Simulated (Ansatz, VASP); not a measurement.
**PbF2: VASP beside Ansatz**

INCAR

```
SYSTEM = PbF2
PREC     = Accurate       ! precision mode
ENCUT    = 520            ! plane-wave cutoff, eV
EDIFF    = 1E-7           ! SCF threshold, eV
ISMEAR   = -1             ! smearing method
SIGMA    = 0.03           ! smearing width, eV
LREAL    = .False.        ! projectors in reciprocal space
LASPH    = .True.         ! aspherical terms in the spheres
NELM     = 100            ! most SCF steps
ALGO     = Normal         ! electronic algorithm
ISIF     = 2              ! what is computed and relaxed
LWAVE    = .False.        ! write WAVECAR
LCHARG   = .True.         ! write CHGCAR
GGA      = CA             ! functional
LELF     = .True.         ! ELF
LVHAR    = .True.       
NBANDS   = 21             ! bands
```

Contents of KPOINTS:

```
regular mesh
0
Gamma
  7 7 7
  0 0 0
```

POSCAR

```
PbF2
1.0
    0.0593970000      2.9995485000      2.9995485000
    2.9995485000      0.0593970000      2.9995485000
    2.9995485000      2.9995485000      0.0593970000
Pb F
1 2
Direct
    0.0000000000      0.0000000000      0.0000000000
    0.2500000000      0.2500000000      0.2500000000
    0.7500000000      0.7500000000      0.7500000000
```

Input for Ansatz:

```yaml
crystal:
  lattice:
    - [0.059397, 2.9995485, 2.9995485]
    - [2.9995485, 0.059397, 2.9995485]
    - [2.9995485, 2.9995485, 0.059397]
  atoms:
    - { symbol: Pb, position: [0.0, 0.0, 0.0] }
    - { symbol: F, position: [0.25, 0.25, 0.25] }
    - { symbol: F, position: [0.75, 0.75, 0.75] }
kpoints:
  mp_grid: { grid: [7, 7, 7] }
  band_path:
    path:
      - [0.0, 0.0, 0.0]
      - [0.5, 0.5, 0.5]
      - [0.2451701269, 0.5, 0.7548298731]
      - [-0.2451701269, 0.2451701269, 0.5]
      - [0.0, 0.0, 0.5]
      - [0.0, 0.0, 0.0]
      - [-0.3725850634, 0.0, 0.3725850634]
      - [0.0, 0.3725850634, 0.6274149366]
      - [0.0, 0.5, 0.5]
    npoints: 5
scf:
  occupations: { method: fermi_dirac, width: 0.03 }
hamiltonian:
  xc: lda
  pseudopotentials: { kind: all_electron, lapw: { basis_error: 0.0005 } }
output:
  forces: true
  stress: true
  eigenvalues: true
```

Change from the starting cell: equal xy, yz and zx shear strains of +2 %.

Alike in both runs: task single point; functional LDA; k mesh 7 × 7 × 7; occupations fermi-dirac, width 0.03 eV; no spin polarisation.

```csv
,VASP,Ansatz
version,VASP 6.6.1,Ansatz 0.2.0
potentials or method,"VASP PAW LDA potentials, release 64 (Pb_d, F), cutoff 520 eV","all-electron LAPW, scalar-relativistic"
```

```tsv
	VASP	Ansatz	Ansatz less VASP
gap on the k mesh at the Fermi level (eV)	4.24	4.27	+0.029
pressure (GPa)	-4.8	-4.8	+0.03
traceless stress, the component that is largest in VASP (GPa)	-0.51	-0.50	+0.016
rms of the force components (eV/Å)	0.026	0.024	-0.0015
```

LDA's correlation is that of Perdew and Zunger in VASP and of Perdew and Wang (1992) in Ansatz. Atom by atom the forces differ by 0.002 eV/Å (rms over components). Ansatz ran all-electron here, and VASP with PAW potentials.

Neither program's run includes spin-orbit coupling.
